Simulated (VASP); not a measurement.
The system is F.

```
F
1.0
    -1.40625    1.40625    1.40625
     1.40625   -1.40625    1.40625
     1.40625    1.40625   -1.40625
F
1
Direct
  0.00000 0.00000 0.00000
```

| Quantity | Value |
| --- | --- |
| Program | VASP 6.6.1 |
| Task | relaxation of cell and atoms |
| Functional | PBE |
| Potentials or basis | VASP PAW PBE potentials, release 64 (F) |
| Cutoff | 600 eV |
| k mesh | 18 × 18 × 18 |
| Occupations | fermi-dirac, width 0.05 eV |
| Spin | no spin polarisation |

At the start: pressure -4.5 GPa; volume 11.12 Å³/atom.

Where does the relaxation end?

Over 4 steps the energy falls by 19.4 meV/atom and the volume is 9.91 Å³/atom (-10.9 %); space group Im-3m (No. 229, to 0.1 Å) before and after.

Step by step:
```
step  energy change (eV)  largest force (eV/Å)  pressure (GPa)  volume (Å³)
   1              0.0000                0.0000           -4.54        11.12
   2             -0.0120                0.0000           -3.10        10.62
   3             -0.0193                0.0000           -0.43        10.00
   4             -0.0194                0.0000            0.06         9.91
```

Final structure:
```
F
1.0
    -1.35324    1.35324    1.35324
     1.35324   -1.35324    1.35324
     1.35324    1.35324   -1.35324
F
1
Direct
  0.00000 0.00000 0.00000
```

Caveat: an odd number of electrons without spin polarisation forces a metal; a magnetic or distorted state may lie lower.
